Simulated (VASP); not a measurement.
Here is a VASP 6.6.1 calculation.

Contents of INCAR:

```
  PREC = Accurate
  ENCUT = 520
  EDIFF = 1E-6
  ISMEAR = -1
  SIGMA = 0.05
  LREAL = False
  LASPH = True
  NELM = 60
  ALGO = Normal
  ISIF = 2
  LWAVE = False
  LCHARG = False
  GGA = CA
  NBANDS = 44
```

File KPOINTS:

```
Automatic mesh
0
Gamma
  7 7 7
```

The input POSCAR:

```
SiO2
1.0
   -2.8378980000      2.8378980000      5.6602100000
    2.8378980000     -2.8378980000      5.6602100000
    2.8378980000      2.8378980000     -5.6602100000
Si O
4 8
Direct
    0.8750000000      0.2636180000      0.8886180000
    0.0136180000      0.6250000000      0.8886180000
    0.7363820000      0.1250000000      0.1113820000
    0.3750000000      0.9863820000      0.1113820000
    0.6337270000      0.1337270000      0.5000000000
    0.4678770000      0.9678770000      0.9357540000
    0.0321230000      0.5321230000      0.0642460000
    0.1162730000      0.1162730000      0.0000000000
    0.8837270000      0.8837270000      0.0000000000
    0.8662730000      0.3662730000      0.5000000000
    0.2821230000      0.7178770000      0.0000000000
    0.7178770000      0.2821230000      0.0000000000
```

Potentials or basis: VASP PAW LDA potentials, release 64 (Si, O).

Launch:

```bash
$ cat potpaw_LDA.64/Si/POTCAR potpaw_LDA.64/O/POTCAR > POTCAR
$ mpirun -np 1 vasp_std > vasp.out
```

Task: Estimate the largest force.

Result: 0.494 eV/Å.

Task: Estimate the pressure.

Result: -5.3 GPa.

Stress tensor (GPa, compression positive):
```
-4.86  0.00  0.00
 0.00 -4.86  0.00
 0.00  0.00 -6.32
```

Caveat: the cell stands under tension.
